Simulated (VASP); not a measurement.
Write the native input for VASP 6.6.1 that does the following.

| Item | Value |
| --- | --- |
| Task | single point |
| Functional | LDA |
| Potentials or basis | VASP PAW LDA potentials, release 64 (Sn_d) |
| Cutoff | 520 eV |
| k mesh | 9 × 9 × 9 |
| Occupations | fermi-dirac, width 0.03 eV |
| Spin | no spin polarisation |
| Dipole correction | no |
| Further INCAR settings | ALGO = Normal; EDIFF = 1e-07; NBANDS = 21 |

The structure of Sn lies in POSCAR:

```
Sn
1.0
    0.0000000000      3.2017351634      3.2017351634
    3.2017351634      0.0000000000      3.2017351634
    3.2017351634      3.2017351634      0.0000000000
Sn
2
Direct
    0.5000000000      0.5000000000      0.5000000000
    0.7500000000      0.7500000000      0.7500000000
```

This isn't the form of Sn at room conditions, which is tetragonal (white tin).

These files were run (other wordings do the same):

INCAR

```
SYSTEM = Sn
ALGO = Normal
EDIFF = 1E-7
ENCUT = 520
ISIF = 2
ISMEAR = -1
LASPH = .True.
LCHARG = .True.
LELF = .True.
LREAL = .False.
LVHAR = .True.
LWAVE = .False.
NBANDS = 21
NELM = 60
PREC = Accurate
SIGMA = 0.03
```

KPOINTS

```
k-points
0
Gamma
  9 9 9
  0 0 0
```

Potentials or basis: VASP PAW LDA potentials, release 64 (Sn_d).

Launch:

```console
$ cat potpaw_LDA.64/Sn_d/POTCAR > POTCAR
$ mpirun -np 1 vasp_std > vasp.out
```

It gave:

The pressure is 1.6 GPa and the band gap on the k mesh is zero (bands 14 and 15 overlap by 0.09 eV).

Caveat: spin-orbit coupling is left out, which moves the levels of the heavy elements.

Wall time 78 s on 1 thread of Intel Xeon 8259CL, on a shared host, peak memory 0.19 GiB.
